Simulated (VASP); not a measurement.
# NaF in VASP: a series of runs

NaF is run at these levels: PBEsol; tasks: single point.

All numbers are computed with VASP 6.6.1; they aren't measurements. Logs are shortened: lines on timing, memory, paths and dates and some standing lists are left out, and cuts for length are marked.

## (1) The cell of the first run

The structure is cubic, space group Fm-3m (No. 225). Conventional cell: a = 4.571 Å, b = 4.571 Å, c = 4.571 Å, α = 90.00°, β = 90.00°, γ = 90.00°. Na (site symmetry m-3m) has 6 F at 2.29 Å within 3.0 Å. F (site symmetry m-3m) has 6 Na at 2.29 Å within 3.0 Å.

## (2) Single point, PBEsol

Contents of INCAR:

```
PREC     = Accurate       # precision mode
ENCUT    = 600            # plane-wave cutoff, eV
EDIFF    = 1E-6           # SCF threshold, eV
ISMEAR   = -1             # smearing method
SIGMA    = 0.05           # smearing width, eV
LREAL    = False          # projectors in reciprocal space
LASPH    = True           # aspherical terms in the spheres
NELM     = 120            # most SCF steps
ALGO     = Normal         # electronic algorithm
ISIF     = 2              # what is computed and relaxed
LWAVE    = False          # write WAVECAR
LCHARG   = True           # write CHGCAR
GGA      = PS             # functional
LELF     = True           # ELF
LVHAR    = True         
NBANDS   = 14             # bands
GGA_COMPAT= False
```

Contents of KPOINTS:

```
regular mesh
0
Gamma
  10 10 10
```

Contents of POSCAR:

```
NaF
1.0
    0.0000000000      2.2857192592      2.2857192592
    2.2857192592      0.0000000000      2.2857192592
    2.2857192592      2.2857192592      0.0000000000
Na F
1 1
Direct
    0.0000000000      0.0000000000      0.0000000000
    0.5000000000      0.5000000000      0.5000000000
```

Potentials or basis: VASP PAW PBE potentials, release 64 (Na_pv, F).

On the command line:

```sh
> cat potpaw_PBE.64/Na_pv/POTCAR potpaw_PBE.64/F/POTCAR > POTCAR
> mpirun -np 1 vasp_std > vasp.out
```

OUTCAR:

```text
PREC = Accurate
   ENCUT = 600
   EDIFF = 1E-6
   ISMEAR = -1
   LREAL = False
   LASPH = True
   NELM = 120
   ISIF = 2
   GGA = PS

 ion  position               nearest neighbor table
   1  0.000  0.000  0.000-   2 2.29   2 2.29   2 2.29   2 2.29   2 2.29   2 2.29
   2  0.500  0.500  0.500-   1 2.29   1 2.29   1 2.29   1 2.29   1 2.29   1 2.29

  LATTYP: Found a face centered cubic cell.
 ALAT       =     4.5714385184

  Lattice vectors:

 A1 = (   0.0000000000,   2.2857192592,   2.2857192592)
 A2 = (   2.2857192592,   0.0000000000,   2.2857192592)
 A3 = (   2.2857192592,   2.2857192592,   0.0000000000)

Analysis of symmetry for initial positions (statically):
=====================================================================
 Subroutine PRICEL returns:
 Original cell was already a primitive cell.

 Routine SETGRP: Setting up the symmetry group for a
 face centered cubic supercell.

 Subroutine GETGRP returns: Found 48 space group operations
 (whereof 48 operations were pure point group operations)
 out of a pool of 48 trial point group operations.

The static configuration has the point symmetry O_h .

Analysis of symmetry for dynamics (positions and initial velocities):
=====================================================================
 Subroutine PRICEL returns:
 Original cell was already a primitive cell.

 Routine SETGRP: Setting up the symmetry group for a
 face centered cubic supercell.

 Subroutine GETGRP returns: Found 48 space group operations
 (whereof 48 operations were pure point group operations)
 out of a pool of 48 trial point group operations.

The dynamic configuration has the point symmetry O_h .

 Subroutine INISYM returns: Found 48 space group operations
 (whereof 48 operations are pure point group operations),
 and found     1 'primitive' translations

----------------------------------------------------------------------------------------

                                     Primitive cell

  volume of cell :      23.8835

  direct lattice vectors                    reciprocal lattice vectors
     0.000000000  2.285719259  2.285719259    -0.218749524  0.218749524  0.218749524
     2.285719259  0.000000000  2.285719259     0.218749524 -0.218749524  0.218749524
     2.285719259  2.285719259  0.000000000     0.218749524  0.218749524 -0.218749524

  length of vectors
     3.232495176  3.232495176  3.232495176     0.378885290  0.378885290  0.378885290

  position of ions in fractional coordinates (direct lattice)
     0.000000000  0.000000000  0.000000000
     0.500000000  0.500000000  0.500000000

  ion indices of the primitive-cell ions
   primitive index   ion index
                 1           1
                 2           2

----------------------------------------------------------------------------------------

 KPOINTS: regular mesh

Automatic generation of k-mesh.
 Grid dimensions read from file:
 generate k-points for:   10   10   10

 Generating k-lattice:

  Cartesian coordinates                     Fractional coordinates (reciprocal lattice)
    -0.021874952  0.021874952  0.021874952     0.100000000  0.000000000  0.000000000
     0.021874952 -0.021874952  0.021874952     0.000000000  0.100000000  0.000000000
     0.021874952  0.021874952 -0.021874952     0.000000000  0.000000000  0.100000000

  Length of vectors
     0.037888529  0.037888529  0.037888529

  Shift w.r.t. Gamma in fractional coordinates (k-lattice)
     0.000000000  0.000000000  0.000000000

 Subroutine IBZKPT returns following result:
 ===========================================

 Found     47 irreducible k-points:

 Following reciprocal coordinates:
            Coordinates               Weight
  0.000000  0.000000  0.000000      1.000000
  0.100000  0.000000  0.000000      8.000000
  0.200000  0.000000  0.000000      8.000000
  0.300000  0.000000  0.000000      8.000000
  0.400000  0.000000  0.000000      8.000000
  0.500000  0.000000  0.000000      4.000000
[... 16 lines left out ...]
  0.300000  0.300000  0.000000      6.000000
  0.400000  0.300000  0.000000     24.000000
 [... further k-points ...]
   k-points           NKPTS =     47   k-points in BZ     NKDIM =     47   number of bands    NBANDS=     14
   number of dos      NEDOS =    301   number of ions     NIONS =      2
   total plane-waves  NPLWV =  21952
   dimension x,y,z NGX =    28 NGY =   28 NGZ =   28
   dimension x,y,z NGXF=    56 NGYF=   56 NGZF=   56
   ions per type =               1   1
   NGX,Y,Z   is equivalent  to a cutoff of  14.40, 14.40, 14.40 a.u.
   NGXF,Y,Z  is equivalent  to a cutoff of  28.80, 28.80, 28.80 a.u.
 SYSTEM =  unknown system
   PREC   = accura    normal or accurate (medium, high low for compatibility)
   ISTART =      0    job   : 0-new  1-cont  2-samecut
   ICHARG =      2    charge: 1-file 2-atom 10-const
   ISPIN  =      1    spin polarized calculation?
   LNONCOLLINEAR =      F non collinear calculations
   LSORBIT =      F    spin-orbit coupling
   LASPH  =      T    aspherical Exc in radial PAW
   ENCUT  =  600.0 eV  44.10 Ry    6.64 a.u.   6.46  6.46  6.46*2*pi/ulx,y,z
   NELM   =    120;   NELMIN=  2; NELMDL= -5     # of ELM steps
   EDIFF  = 0.1E-05   stopping-criterion for ELM
   LREAL  =      F    real-space projection
   EDIFFG = 0.1E-04   stopping-criterion for IOM
   NSW    =      0    number of steps for IOM
   IBRION =     -1    ionic relax: 0-MD 1-quasi-New 2-CG
   NFREE  =      0    steps in history (QN), initial steepest desc. (CG)
   ISIF   =      2    stress and relaxation
   ISYM   =      2    0-nonsym 1-usesym 2-fastsym
   POTIM  = 0.5000    time-step for ionic-motion
   TEBEG  =    0.0;   TEEND  =   0.0 temperature during run
   PSTRESS=    0.0 pullay stress
   NELECT =      14.0000    total number of electrons
   NUPDOWN=      -1.0000    fix difference up-down
   EMIN   =  10.00;   EMAX   =-10.00  energy-range for DOS
   EFERMI =   0.00;   METHOD = LEGACY
   ISMEAR =    -1;   SIGMA  =   0.05  broadening in eV -4-tet -1-fermi 0-gaus
   EFERMI_NEDOS =   21; number of points for ismear=-14 and -15
   IALGO  =     38    algorithm
   IMIX   =      4    mixing-type and parameters
     AMIX     =   0.40;   BMIX     =  1.00
     AMIX_MAG =   1.60;   BMIX_MAG =  1.00
  volume/ion in A,a.u.               =      11.94        80.59
  Fermi-wavevector in a.u.,A,eV,Ry     =   1.370097  2.589108 25.540388  1.877166
  Thomas-Fermi vector in A             =   2.495914
   LORBIT       =      0    0 simple, 1 ext, 2 COOP (PROOUT), +10 PAW based schemes
   GGA     = PS    functional components
   LHFCALC =     F    Hartree Fock is set to
   AEXX    =    0.0000 exact exchange contribution
   IVDW    =     0    specifies the selected vdW correction
   LEPSILON=     F    determine dielectric tensor
   LRPA    =     F    only Hartree local field effects (RPA)
 non-spin polarized calculation
  energy-cutoff  :      600.00
  volume of cell :       23.88
 maximum number of plane-waves:       821
 NGX is ok and might be reduce to    28
   NGX = 13   NGY = 13   NGZ = 13

 number of electron      13.9999999 magnetization

 Free energy of the ion-electron system (eV)
  ---------------------------------------------------
  ext. energy  EPLUGINS =         0.00000000
  ---------------------------------------------------
  free energy    TOTEN  =        -8.76353263 eV

  energy without entropy =       -8.76353263  energy(sigma->0) =       -8.76353263

 E-fermi :  -0.8465     XC(G=0):  -9.5398

 val. band max:       -1.9989983991   @ k =   0.0000   0.0000   0.0000
 cond. band min:       4.3799208564   @ k =   0.0000   0.0000   0.0000
 fundamental gap:      6.3789192555
 Fermi energy:        -0.8464784396

 k-point     1 :       0.0000    0.0000    0.0000
  band No.  band energies     occupation
      1     -21.1286      2.00000
      2     -20.6475      2.00000
      3     -20.6475      2.00000
      4     -20.6475      2.00000
      5      -1.9990      2.00000
      6      -1.9990      2.00000
      7      -1.9990      2.00000
      8       4.3799      0.00000
      9      17.1308      0.00000
     10      17.1308      0.00000
     11      17.1308      0.00000
     12      19.8991      0.00000
     13      22.3341      0.00000
     14      22.3341      0.00000

 k-point     2 :       0.1000    0.0000    0.0000
  band No.  band energies     occupation
      1     -21.2401      2.00000
      2     -20.6488      2.00000
      3     -20.6488      2.00000
      4     -20.5208      2.00000
      5      -2.2116      2.00000
      6      -2.0263      2.00000
      7      -2.0263      2.00000
      8       4.7516      0.00000
      9      15.7945      0.00000
     10      17.2983      0.00000
     11      17.2983      0.00000
     12      21.4327      0.00000
     13      21.9482      0.00000
     14      21.9482      0.00000

 k-point     3 :       0.2000    0.0000    0.0000
  band No.  band energies     occupation
      1     -21.4243      2.00000
      2     -20.6523      2.00000
      3     -20.6523      2.00000
      4     -20.2968      2.00000
      5      -2.6997      2.00000
      6      -2.0972      2.00000
      7      -2.0972      2.00000
      8       5.7007      0.00000
      9      14.0142      0.00000
     10      17.7243      0.00000
     11      17.7243      0.00000
     12      21.3375      0.00000
     13      21.3375      0.00000
     14      22.8136      0.00000
[... 324 lines left out ...]
 k-point    23 :       0.3000    0.3000    0.0000
  band No.  band energies     occupation
      1     -21.3470      2.00000
      2     -20.6884      2.00000
      3     -20.6884      2.00000
      4     -20.3087      2.00000
      5      -3.1440      2.00000
      6      -2.2920      2.00000
      7      -2.2920      2.00000
      8       7.7346      0.00000
      9      12.3540      0.00000
     10      16.1943      0.00000
     11      17.8487      0.00000
     12      17.8487      0.00000
     13      24.2959      0.00000
     14      24.6632      0.00000

 k-point    24 :       0.4000    0.3000    0.0000
  band No.  band energies     occupation
      1     -21.3118      2.00000
      2     -20.7044      2.00000
      3     -20.6946      2.00000
      4     -20.3253      2.00000
      5      -3.2610      2.00000
      6      -2.4083      2.00000
      7      -2.3478      2.00000
      8       8.7533      0.00000
      9      11.8154      0.00000
     10      15.0474      0.00000
     11      17.9618      0.00000
     12      18.0063      0.00000
     13      24.0311      0.00000
     14      25.0659      0.00000

 [... further k-points ...]

------------------------ aborting loop because EDIFF is reached ----------------------------------------

  FORCE on cell =-STRESS in cart. coord.  units (eV):
  Direction    XX          YY          ZZ          XY          YZ          ZX
  --------------------------------------------------------------------------------------
  -------------------------------------------------------------------------------------
  Total        0.2783086      0.2783086      0.2783086      0.0000000      0.0000000     -0.0000000
  in kB       18.6697530     18.6697530     18.6697530      0.0000000      0.0000000     -0.0000000
  external PRESSURE =      18.6697530 kB  Pullay stress =       0.0000000 kB

 VOLUME and BASIS-vectors are now :
 -----------------------------------------------------------------------------
  energy-cutoff  :      600.00
  volume of cell :       23.88
      direct lattice vectors                 reciprocal lattice vectors
     0.000000000  2.285719259  2.285719259    -0.218749524  0.218749524  0.218749524
     2.285719259  0.000000000  2.285719259     0.218749524 -0.218749524  0.218749524
     2.285719259  2.285719259  0.000000000     0.218749524  0.218749524 -0.218749524

 POSITION                                       TOTAL-FORCE (eV/Angst)
 -----------------------------------------------------------------------------------
      0.00000      0.00000      0.00000        -0.000000     -0.000000      0.000000
      2.28572      2.28572      2.28572         0.000000      0.000000     -0.000000
 -----------------------------------------------------------------------------------
    total drift:                                0.000000      0.000000      0.000000

  FREE ENERGIE OF THE ION-ELECTRON SYSTEM (eV)
  ---------------------------------------------------
  free  energy   TOTEN  =        -8.7635326259 eV

  energy  without entropy=       -8.7635326259  energy(sigma->0) =       -8.76353263
```

Wall time 30 s (1 thread of Intel Xeon 8259CL, shared host); peak memory 0.16 GiB.

Results:

- Free energy: -8.7635 eV
- Pressure: 1.9 GPa
- Band gap on the k mesh: 6.38 eV

Levels at points of the mesh, in eV from the valence-band top:
| k point | band 3 | band 4 | band 5 | band 6 | band 7 | band 8 | band 9 | band 10 | band 11 | band 12 |
| --- | --- | --- | --- | --- | --- | --- | --- | --- | --- | --- |
| (0.00, 0.00, 0.00) | -18.65 | -18.65 | 0.00 | 0.00 | 0.00 | 6.38 | 19.13 | 19.13 | 19.13 | 21.90 |
| (0.50, 0.00, 0.00) | -18.66 | -17.90 | -1.71 | -0.28 | -0.28 | 10.85 | 12.68 | 20.42 | 20.42 | 23.29 |
| (0.50, 0.50, 0.00) | -18.71 | -18.71 | -1.36 | -0.43 | -0.43 | 13.23 | 13.31 | 13.93 | 20.17 | 20.17 |

Caveat: the PAW data sets were made with another functional, which shifts forces and pressure a little.

(Continued in part 2 of 2.)
